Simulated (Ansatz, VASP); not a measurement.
**One calculation of TiAl, two programs**

The input INCAR:

```
SYSTEM = TiAl
ALGO     = Fast           ! electronic algorithm
EDIFF    = 1E-6           ! SCF threshold, eV
ENCUT    = 520            ! plane-wave cutoff, eV
GGA      = CA             ! functional
ISIF     = 2              ! what is computed and relaxed
ISMEAR   = 0              ! smearing method
LASPH    = .TRUE.         ! aspherical terms in the spheres
LCHARG   = .FALSE.        ! write CHGCAR
LREAL    = .FALSE.        ! projectors in reciprocal space
LWAVE    = .FALSE.        ! write WAVECAR
NBANDS   = 14             ! bands
NELM     = 100            ! most SCF steps
PREC     = Accurate       ! precision mode
SIGMA    = 0.15           ! smearing width, eV
```

Contents of KPOINTS:

```
k-points
0
G
  16 16 16
  0 0 0
```

File POSCAR:

```
TiAl
1.0
    3.2449552268      0.0000000000      0.0000000000
    0.0000000000      3.2449552268      0.0000000000
    0.0000000000      0.0000000000      3.0694031491
Ti Al
1 1
Direct
    0.0000000000      0.0000000000      0.0000000000
    0.5000000000      0.5000000000      0.5000000000
```

Input for Ansatz:

```yaml
crystal:
  lattice:
    - [3.2449552268, 0.0, 0.0]
    - [0.0, 3.2449552268, 0.0]
    - [0.0, 0.0, 3.0694031491]
  atoms:
    - { symbol: Ti, position: [0.0, 0.0, 0.0] }
    - { symbol: Al, position: [0.5, 0.5, 0.5] }
basis:
  ecutwfc: 520.0
kpoints:
  mp_grid: { grid: [16, 16, 16] }
hamiltonian:
  xc: lda
  pseudopotentials: { kind: paw, azcp: { folder: soft_1 } }
scf:
  occupations: { method: gaussian, width: 0.15 }
output:
  forces: true
  stress: true
  eigenvalues: true
  write_density: true
  write_potential: true
  elf: true
  volumetric_format: npy
```

Alike in both runs: task single point; functional LDA; k mesh 16 × 16 × 16; occupations gaussian, width 0.15 eV; no spin polarisation.

```csv
,VASP,Ansatz
version,VASP 6.6.1,Ansatz 0.2.0
potentials or method,"VASP PAW LDA potentials, release 64 (Ti_sv, Al), cutoff 520 eV","scalar-relativistic, plane waves, PAW"
valence electrons in the cell,15,15
```

|  | VASP | Ansatz | Ansatz less VASP |
| --- | --- | --- | --- |
| gap on the k mesh at the Fermi level (eV) | none | none | - |
| pressure (GPa) | -6.2 | -6.4 | -0.16 |
| traceless stress, the component that is largest in VASP (GPa) | -1.34 | -1.33 | +0.012 |

Ansatz warns that its potentials were made for another functional, while VASP's fit it. LDA's correlation is that of Perdew and Zunger in VASP and of Perdew and Wang (1992) in Ansatz. A gap of «none» marks a metal or a gap that the smearing closes.
